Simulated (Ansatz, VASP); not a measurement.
## SrLi2Cr4Sn: VASP beside Ansatz

```xyz
8
Lattice="-3.0458 3.0458 3.6216 3.0458 -3.0458 3.6216 3.0458 3.0458 -3.6216" Properties=species:S:1:pos:R:3 pbc="T T T"
Sn    0.0000    0.0000    0.0000
Sr    0.0000    0.0000    3.6216
Li    3.0458    0.0000    1.8108
Li    0.0000    3.0458    1.8108
Cr    1.2585    1.2585   -1.2411
Cr   -1.7872    1.7872    4.8627
Cr    1.7872    1.7872    2.3806
Cr    1.7872   -1.7872    4.8627
```

Alike in both runs: task single point; functional LDA; k mesh 4 × 4 × 4; occupations tetrahedron; no spin polarisation; Hubbard terms Cr d U = 1.91 eV.

|  | VASP | Ansatz |
| --- | --- | --- |
| version | VASP 6.6.1 | Ansatz 0.2.0 |
| potentials or method | VASP PAW LDA potentials, release 64 (Sn_d, Sr_sv, Li_sv, Cr_pv), cutoff 520 eV | PAW plane waves |
| valence electrons in the cell | 78 | 86 |

Ansatz gave:

* gap on the k mesh at the Fermi level (eV): none
* rms of the force components (eV/Å): 2.374

Question: Estimate VASP's values.

Answer: gap on the k mesh at the Fermi level (eV): none; rms of the force components (eV/Å): 2.373.

LDA's correlation is that of Perdew and Zunger in VASP and of Perdew and Wang (1992) in Ansatz. The programs project onto different local orbitals, so the same U acts differently, and such runs can settle in different states. Atom by atom the forces differ by 0.025 eV/Å (rms over components). A gap of «none» marks a metal or a gap that the smearing closes. VASP's potentials hold 78 valence electrons a cell and Ansatz's 86, so a difference there can come from the potentials and not from the codes. Ansatz's warnings: band table not solved further, filled band counts differ across k points, tetrahedron derivatives may miss energy slope.

The k mesh is coarse, so the values compare programs but aren't converged. Noted on VASP's run: the cutoff is short for stress, so the pressure is rough.
